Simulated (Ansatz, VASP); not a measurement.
Two plane-wave programs on MgO

```
Mg O
1.0
     3.41910    0.00000    0.00000
    -1.70955    2.96103    0.00000
     0.00000    0.00000    4.61780
Mg O
2 2
Direct
  0.33333 0.66667 0.00366
  0.66667 0.33333 0.50366
  0.33333 0.66667 0.40094
  0.66667 0.33333 0.90094
```

Alike in both runs: task single point; functional PBEsol; k mesh 9 × 9 × 6; no spin polarisation.

|  | VASP | Ansatz |
| --- | --- | --- |
| version | VASP 6.6.1 | Ansatz 0.2.0 |
| potentials or method | VASP PAW PBE potentials, release 64 (Mg, O), cutoff 600 eV | scalar-relativistic, plane waves, PAW |
| occupations | gaussian, width 0.05 eV | gaussian, width 0.001 eV |
| valence electrons in the cell | 16 | 32 |

|  | VASP | Ansatz | Ansatz less VASP |
| --- | --- | --- | --- |
| gap on the k mesh at the Fermi level (eV) | 3.28 | 3.28 | +0.003 |
| pressure (GPa) | 2.7 | 3.1 | +0.39 |
| traceless stress, the component that is largest in VASP (GPa) | 17.83 | 17.45 | -0.377 |
| rms of the force components (eV/Å) | 1.060 | 1.038 | -0.0222 |

VASP's potentials were made for PBE, not for PBEsol, and Ansatz warns of the same on its side. Atom by atom the forces differ by 0.022 eV/Å (rms over components). VASP's potentials hold 16 valence electrons a cell and Ansatz's 32, so a difference there can come from the potentials and not from the codes. Ansatz's warnings: stress scf threshold loose.
